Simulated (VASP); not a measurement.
# SrO in VASP: settings compared, part 2 of 2

VASP 6.6.1. The steps go on from the part before.

## (3) Single point, r2SCAN (uniaxial z strain +1.8%)

The input, POSCAR:

```
SrO
1.0
    0.0000000000      2.5798923266      2.6252984315
    2.5798923266      0.0000000000      2.6252984315
    2.5798923266      2.5798923266      0.0000000000
Sr O
1 1
Direct
    0.0000000000      0.0000000000      0.0000000000
    0.5000000000      0.5000000000      0.5000000000
```

The input, INCAR.step1:

```
PREC = Accurate
ENCUT = 520
ISMEAR = 0
SIGMA = 0.01
LREAL = False
LASPH = True
NELM = 100
NBANDS = 15
GGA = PE
ALGO = Normal
EDIFF = 1E-4
LWAVE = True
LCHARG = False
```

The input, INCAR.step2:

```
PREC = Accurate
ENCUT = 520
EDIFF = 1E-6
ISMEAR = 0
SIGMA = 0.01
LREAL = False
LASPH = True
NELM = 100
ALGO = Normal
ISIF = 2
LWAVE = False
LCHARG = False
METAGGA = R2SCAN
LMIXTAU = True
NBANDS = 15
ISTART = 1
```

The input, KPOINTS:

```
Automatic mesh
0
Gamma
  8 8 8
```

Potentials or basis: VASP PAW PBE potentials, release 64 (Sr_sv, O).

Started as:

```sh
> cat potpaw_PBE.64/Sr_sv/POTCAR potpaw_PBE.64/O/POTCAR > POTCAR
> cp INCAR.step1 INCAR
> mpirun -np 1 vasp_std > vasp.out
> cp INCAR.step2 INCAR
> mpirun -np 1 vasp_std > vasp.out
```

OUTCAR:

```text
PREC = Accurate
   ENCUT = 520
   EDIFF = 1E-6
   ISMEAR = 0
   LREAL = False
   LASPH = True
   NELM = 100
   ISIF = 2
   METAGGA = R2SCAN
   ISTART = 1

 ion  position               nearest neighbor table
   1  0.000  0.000  0.000-   2 2.58   2 2.58   2 2.58   2 2.58   2 2.63   2 2.63
   2  0.500  0.500  0.500-   1 2.58   1 2.58   1 2.58   1 2.58   1 2.63   1 2.63

  LATTYP: Found a body centered tetragonal cell.
 ALAT       =     3.6485187177
 C/A-ratio  =     1.4391037210

  Lattice vectors:

 A1 = (  -2.5798923266,   0.0000000000,   2.6252984315)
[... 609 lines left out ...]
     10       8.6795      0.00000
     11      10.1781      0.00000
     12      10.3343      0.00000
     13      12.1525      0.00000
     14      12.8220      0.00000
     15      17.5076      0.00000

 [... further k-points ...]
[... 5 lines left out ...]
  --------------------------------------------------------------------------------------
  -------------------------------------------------------------------------------------
  Total       -0.0653430     -0.0653430     -0.5374985      0.0000000      0.0000000      0.0000000
  in kB       -2.9956972     -2.9956972    -24.6420010      0.0000000      0.0000000      0.0000000
  external PRESSURE =     -10.2111318 kB  Pullay stress =       0.0000000 kB

 VOLUME and BASIS-vectors are now :
 -----------------------------------------------------------------------------
  energy-cutoff  :      520.00
  volume of cell :       34.95
      direct lattice vectors                 reciprocal lattice vectors
     0.000000000  2.579892327  2.625298432    -0.193806538  0.193806538  0.190454538
     2.579892327  0.000000000  2.625298432     0.193806538 -0.193806538  0.190454538
     2.579892327  2.579892327  0.000000000     0.193806538  0.193806538 -0.190454538

 POSITION                                       TOTAL-FORCE (eV/Angst)
 -----------------------------------------------------------------------------------
      0.00000      0.00000      0.00000         0.000000      0.000000      0.000000
      2.57989      2.57989      2.62530        -0.000000     -0.000000      0.000000
 -----------------------------------------------------------------------------------
    total drift:                                0.000000      0.000000      0.000000

  FREE ENERGIE OF THE ION-ELECTRON SYSTEM (eV)
  ---------------------------------------------------
  free  energy   TOTEN  =       -27.0523231894 eV

  energy  without entropy=      -27.0523231894  energy(sigma->0) =      -27.05232319
```

Run time: 72 s. Hardware: 1 thread of Intel Xeon 6975P-C (Granite Rapids), shared host; peak memory 0.18 GiB.

What came out:

- Free energy: -27.0523 eV
- Pressure: -1.0 GPa
- Band gap on the k mesh: 3.72 eV, indirect (least direct gap 3.81 eV)

Stress tensor (GPa, compression positive):
```
-0.30  0.00  0.00
 0.00 -0.30  0.00
 0.00  0.00 -2.46
```

Caveat: the cell differs from its parent crystal (uniaxial z strain +1.8%); the PAW data sets were made with another functional, which shifts forces and pressure a little.

## (4) Single point, r2SCAN (strain along [111] +5.0%)

The input, POSCAR:

```
SrO
1.0
    0.0856524252      2.6655447518      2.6655447518
    2.6655447518      0.0856524252      2.6655447518
    2.6655447518      2.6655447518      0.0856524252
Sr O
1 1
Direct
    0.0000000000      0.0000000000      0.0000000000
    0.5000000000      0.5000000000      0.5000000000
```

The input, INCAR.step1:

```
SYSTEM = SrO
  ALGO = Normal
  EDIFF = 1E-4
  ENCUT = 520
  GGA = PE
  ISMEAR = 0
  LASPH = .True.
  LCHARG = .False.
  LREAL = .False.
  LWAVE = .True.
  NBANDS = 15
  NELM = 100
  PREC = Accurate
  SIGMA = 0.01
```

The input, INCAR.step2:

```
SYSTEM = SrO
  ALGO = Normal
  EDIFF = 1E-6
  ENCUT = 520
  ISIF = 2
  ISMEAR = 0
  ISTART = 1
  LASPH = .True.
  LCHARG = .False.
  LMIXTAU = .True.
  LREAL = .False.
  LWAVE = .False.
  METAGGA = R2SCAN
  NBANDS = 15
  NELM = 100
  PREC = Accurate
  SIGMA = 0.01
```

The input, KPOINTS:

```
k-points
0
Gamma
  8 8 8
  0 0 0
```

Started as:

```sh
> cat potpaw_PBE.64/Sr_sv/POTCAR potpaw_PBE.64/O/POTCAR > POTCAR
> cp INCAR.step1 INCAR
> mpirun -np 1 vasp_std > vasp.out
> cp INCAR.step2 INCAR
> mpirun -np 1 vasp_std > vasp.out
```

Wall time 66 s (1 thread of Intel Xeon 6975P-C (Granite Rapids), shared host); peak memory 0.18 GiB.

The run converged. Its results:

```
Free energy            : -27.0184 eV
Pressure               : -3.8 GPa
Band gap on the k mesh : 3.71 eV, indirect (least direct gap 3.83 eV)
```

Stress tensor (GPa, compression positive):
```
-3.77 -1.97 -1.97
-1.97 -3.77 -1.97
-1.97 -1.97 -3.77
```

Levels at points of the mesh, in eV from the valence-band top:
| k point | band 4 | band 5 | band 6 | band 7 | band 8 | band 9 | band 10 | band 11 | band 12 | band 13 |
| --- | --- | --- | --- | --- | --- | --- | --- | --- | --- | --- |
| (0.00, 0.00, 0.00) | -14.83 | -14.83 | -0.12 | 0.00 | 0.00 | 4.16 | 6.25 | 6.75 | 6.75 | 8.80 |
| (0.50, 0.00, 0.00) | -14.90 | -13.87 | -2.05 | -1.21 | -1.00 | 6.77 | 8.57 | 8.92 | 9.45 | 12.00 |
| (0.50, 0.50, 0.00) | -15.14 | -15.12 | -0.57 | -0.21 | -0.12 | 3.71 | 7.99 | 10.42 | 10.54 | 11.15 |
| (0.50, 0.50, 0.50) | -14.88 | -13.74 | -2.06 | -0.92 | -0.92 | 6.66 | 8.50 | 8.86 | 8.86 | 11.99 |

Caveat: the cell differs from its parent crystal (strain along [111] +5.0%); the PAW data sets were made with another functional, which shifts forces and pressure a little. A k mesh can miss the band edges.

## (5) Single point, HSE06 (strain -3.8%)

The input, POSCAR:

```
SrO
1.0
    0.0000000000      2.4810824505      2.4810824505
    2.4810824505      0.0000000000      2.4810824505
    2.4810824505      2.4810824505      0.0000000000
Sr O
1 1
Direct
    0.0000000000      0.0000000000      0.0000000000
    0.5000000000      0.5000000000      0.5000000000
```

The input, INCAR.step1:

```
ALGO = Normal
EDIFF = 1E-5
ENCUT = 520
GGA = PE
ISIF = 2
ISMEAR = 0
LASPH = True
LCHARG = False
LREAL = False
LWAVE = True
NBANDS = 15
NELM = 80
PREC = Accurate
SIGMA = 0.01
```

The input, INCAR.step2:

```
ALGO = Normal
EDIFF = 1E-7
ENCUT = 520
GGA = PE
HFSCREEN = 0.2079
ISIF = 2
ISMEAR = 0
ISTART = 1
LASPH = True
LCHARG = False
LHFCALC = True
LREAL = False
LWAVE = False
NBANDS = 15
NELM = 80
PREC = Accurate
PRECFOCK = Normal
SIGMA = 0.01
```

The input, KPOINTS:

```
k-points
0
Gamma
  6 6 6
```

Started as:

```sh
> cat potpaw_PBE.64/Sr_sv/POTCAR potpaw_PBE.64/O/POTCAR > POTCAR
> cp INCAR.step1 INCAR
> mpirun -np 1 vasp_std > vasp.out
> cp INCAR.step2 INCAR
> mpirun -np 1 vasp_std > vasp.out
```

Wall time 17 min (1 thread of Intel Xeon 6975P-C (Granite Rapids), shared host); peak memory 0.26 GiB.

It converged, with:

* Free energy: -14.0244 eV
* Pressure: 14.5 GPa
* Band gap on the k mesh: 4.68 eV, indirect (the least direct gap lies 1.8 meV higher)

Levels at points of the mesh, in eV from the valence-band top:
```csv
k point,band 6,band 7,band 8,band 9,band 10,band 11
"(0.00, 0.00, 0.00)",0.00,0.00,0.00,6.36,8.13,8.13
"(0.50, 0.00, 0.00)",-2.49,-1.44,-1.44,8.77,10.94,11.39
"(0.50, 0.50, 0.00)",-0.23,0.00,0.00,4.68,10.48,12.80
```

Caveat: the cell differs from its parent crystal (strain -3.8%); the PAW data sets were made with another functional, which shifts forces and pressure a little. A k mesh can miss the band edges.

## (6) Overview

```csv
level,cell,k mesh,smearing,grid for exact exchange (PRECFOCK),screening parameter,gap on the mesh (eV),pressure (GPa)
PBE,"a = 3.681, b = 3.681, c = 3.649 Å, angles 60.3, 60.3, 59.4°, 2 atoms",8 × 8 × 8,fermi-dirac 0.02 eV,-,-,3.24,0.8
r2SCAN,"a = 3.681, b = 3.681, c = 3.649 Å, angles 60.3, 60.3, 59.4°, 2 atoms",8 × 8 × 8,gaussian 0.01 eV,-,-,3.72,-1.0
r2SCAN,"a = 3.771 Å, angles 57.9°, 2 atoms",8 × 8 × 8,gaussian 0.01 eV,-,-,3.71,-3.8
HSE06,"a = 3.509 Å, angles 60.0°, 2 atoms",6 × 6 × 6,gaussian 0.01 eV,Normal,0.2079 1/Å,4.68,14.5
```

Alike in all rows: task single point; potentials or basis VASP PAW PBE potentials, release 64 (Sr_sv, O); no spin polarisation; cutoff (eV) 520.

Caveats: the PAW data sets were made with another functional, which shifts forces and pressure a little (some runs).

Absolute energies hang on the potentials; compare differences alone.
